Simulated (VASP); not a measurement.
The system is Lu2NF3.

```
Lu N F
1.0
     3.39803    0.00000    0.00000
     0.00000    3.39803    0.00000
     0.00000    0.00000    7.41588
Lu N F
2 1 3
Direct
  0.50000 0.00000 0.73918
  0.00000 0.50000 0.26082
  0.50000 0.50000 0.00000
  0.50000 0.00000 0.38228
  0.00000 0.50000 0.61772
  0.00000 0.00000 0.00000
```

The cell was built from a structure type or drawn by symmetry, and may not be a known phase.

| Item | Value |
| --- | --- |
| Program | VASP 6.6.1 |
| Task | relaxation of cell and atoms |
| Functional | PBE |
| Potentials or basis | VASP PAW PBE potentials, release 64 (Lu, N, F) |
| Cutoff | 600 eV |
| k mesh | 6 × 6 × 4 |
| Occupations | gaussian, width 0.1 eV |
| Spin | no spin polarisation |

At the start: pressure -9.7 GPa; volume 14.27 Å³/atom.

Task: How do energy, volume and symmetry change on relaxing?

Result: Over 13 steps the energy falls by 1125.7 meV/atom and the volume is 14.08 Å³/atom (-1.3 %); space group P-4m2 (No. 115, to 0.1 Å) before and after.

The path:
| step | energy change (eV) | largest force (eV/Å) | pressure (GPa) | volume (Å³) |
| --- | --- | --- | --- | --- |
| 1 | 0.0000 | 4.8211 | -9.72 | 85.63 |
| 2 | -5.5338 | 2.8736 | 4.25 | 74.19 |
| 3 | -5.8937 | 0.7470 | 13.94 | 71.36 |
| 4 | -5.8945 | 0.5229 | 15.82 | 70.89 |
| 5 | -6.5973 | 0.8545 | -1.01 | 81.76 |
| 6 | -6.6013 | 0.8922 | -2.36 | 82.90 |
| 7 | -6.7057 | 0.5333 | -0.19 | 82.50 |
| 8 | -6.7217 | 0.2179 | 1.29 | 82.24 |
| 9 | -6.7432 | 0.1444 | 0.17 | 83.70 |
| 10 | -6.7473 | 0.1081 | -0.55 | 84.68 |
| 11 | -6.7517 | 0.1006 | 0.44 | 84.14 |
| 12 | -6.7517 | 0.1056 | 0.53 | 84.11 |
| 13 | -6.7544 | 0.0321 | -0.06 | 84.47 |

Final structure:
```
Lu N F
1.0
     3.88629    0.00000    0.00000
     0.00000    3.88629    0.00000
     0.00000    0.00000    5.59310
Lu N F
2 1 3
Direct
  0.50000 0.00000 0.80093
  0.00000 0.50000 0.19907
  0.50000 0.50000 0.00000
  0.50000 0.00000 0.41591
  0.00000 0.50000 0.58409
  0.00000 0.00000 0.00000
```

Caveat: a cell axis changed by over 15 % at a fixed basis, so the end point is rough.
